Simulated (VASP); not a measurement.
The system is Bi.

```
Bi
1.0
    -1.98143    1.98143    1.98143
     1.98143   -1.98143    1.98143
     1.98143    1.98143   -1.98143
Bi
1
Direct
  0.00000 0.00000 0.00000
```

```yaml
Program: VASP 6.6.1
Task: relaxation of cell and atoms
Functional: LDA
Potentials_or_basis: VASP PAW LDA potentials, release 64 (Bi_d)
Cutoff: 600 eV
k_mesh: 9 × 9 × 9
Occupations: fermi-dirac, width 0.05 eV
Spin: no spin polarisation
```

At the start: pressure -3.2 GPa; volume 31.12 Å³/atom.

**Question.** How do energy, volume and symmetry change on relaxing?

**Answer.** Over 3 steps the energy falls by 17.7 meV/atom and the volume is 29.42 Å³/atom (-5.5 %); space group Im-3m (No. 229, to 0.05 Å).

The path:
| step | energy change (eV) | largest force (eV/Å) | pressure (GPa) | volume (Å³) |
| --- | --- | --- | --- | --- |
| 1 | 0.0000 | 0.0000 | -3.17 | 31.12 |
| 2 | -0.0108 | 0.0000 | 2.26 | 28.42 |
| 3 | -0.0177 | 0.0000 | 0.02 | 29.42 |

Final structure:
```xyz
1
Lattice="-1.9447 1.9447 1.9447 1.9447 -1.9447 1.9447 1.9447 1.9447 -1.9447" Properties=species:S:1:pos:R:3 pbc="T T T"
Bi    0.0000    0.0000    0.0000
```
